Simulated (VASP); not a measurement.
Bi:

```
CELL_PARAMETERS angstrom
-1.96813 1.96813 1.96813
1.96813 -1.96813 1.96813
1.96813 1.96813 -1.96813
ATOMIC_POSITIONS crystal
Bi 0.00000 0.00000 0.00000
```

Base run:

```yaml
Program: VASP 6.6.1
Functional: r2SCAN
Potentials_or_basis: VASP PAW PBE potentials, release 64 (Bi_d)
Cutoff: 520 eV
k_mesh: 9 × 9 × 9
Occupations: fermi-dirac, width 0.05 eV
Spin: no spin polarisation
```

Its results: pressure 1.2 GPa.

After a change of settings the same cell gave: pressure 6.5 GPa. Which change was it?
A. functional from r2SCAN to BLYP
B. functional from r2SCAN to HSE06; k mesh from 9 × 9 × 9 to 6 × 6 × 6
C. functional from r2SCAN to PBE; further incar settings from ALGO = Normal; EDIFF = 1e-06; NBANDS = 14 to ALGO = Fast; EDIFF = 1e-06; NBANDS = 14
D. functional from r2SCAN to LDA; potentials or basis from VASP PAW PBE potentials, release 64 (Bi_d) to VASP PAW LDA potentials, release 64 (Bi_d)

A.

Caveats: the PAW data sets were made with another functional, which shifts forces and pressure a little.
